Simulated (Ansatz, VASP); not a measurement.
Ti3Ag: VASP beside Ansatz

File INCAR:

```
  PREC = Accurate
  ENCUT = 520
  EDIFF = 1E-8
  ISMEAR = -1
  SIGMA = 0.08
  LREAL = F
  LASPH = T
  NELM = 80
  ALGO = Normal
  ISIF = 2
  LWAVE = F
  LCHARG = F
  LEFG = T
  NBANDS = 32
```

KPOINTS

```
Automatic mesh
0
Gamma
  9 9 9
```

POSCAR

```
Ti3Ag
1.0
    4.1015270372      0.0000000000      0.0000000000
    0.0000000000      4.1015270372      0.0000000000
    0.0000000000      0.0000000000      3.8693651294
Ti Ag
3 1
Direct
    0.0000000000      0.5000000000      0.5000000000
    0.5000000000      0.0000000000      0.5000000000
    0.5000000000      0.5000000000      0.0000000000
    0.0000000000      0.0000000000      0.0000000000
```

Input for Ansatz:

```yaml
crystal:
  lattice:
    - [4.1015270372, 0.0, 0.0]
    - [0.0, 4.1015270372, 0.0]
    - [0.0, 0.0, 3.8693651294]
  atoms:
    - { symbol: Ti, position: [0.0, 0.5, 0.5] }
    - { symbol: Ti, position: [0.5, 0.0, 0.5] }
    - { symbol: Ti, position: [0.5, 0.5, 0.0] }
    - { symbol: Ag, position: [0.0, 0.0, 0.0] }
kpoints:
  mp_grid: { grid: [9, 9, 9] }
scf:
  occupations: { method: fermi_dirac, width: 0.08 }
hamiltonian:
  xc: lda
  pseudopotentials: { kind: all_electron, datasets: crystal }
output:
  forces: true
  stress: true
  eigenvalues: true
  efg: { contact_densities: true }
```

Change from the starting cell: volume scaled by 0.94, crystal datasets.

Alike in both runs: task electric field gradients; functional LDA; k mesh 9 × 9 × 9; occupations fermi-dirac, width 0.08 eV; no spin polarisation.

|  | VASP | Ansatz |
| --- | --- | --- |
| version | VASP 6.6.1 | Ansatz 0.2.0 |
| potentials or method | VASP PAW LDA potentials, release 64 (Ti_sv, Ag), cutoff 520 eV | all-electron PAW with datasets made for the crystal, scalar-relativistic |

```tsv
	VASP	Ansatz	Ansatz less VASP
pressure (GPa)	-3.2	-3.3	-0.07
traceless stress, the component that is largest in VASP (GPa)	1.47	1.47	+0.001
size of Vzz on the site where it differs most (V/Å²)	3.4	6.4	+3.02
```

LDA's correlation is that of Perdew and Zunger in VASP and of Perdew and Wang (1992) in Ansatz. Ansatz ran all-electron here, and VASP with PAW potentials.
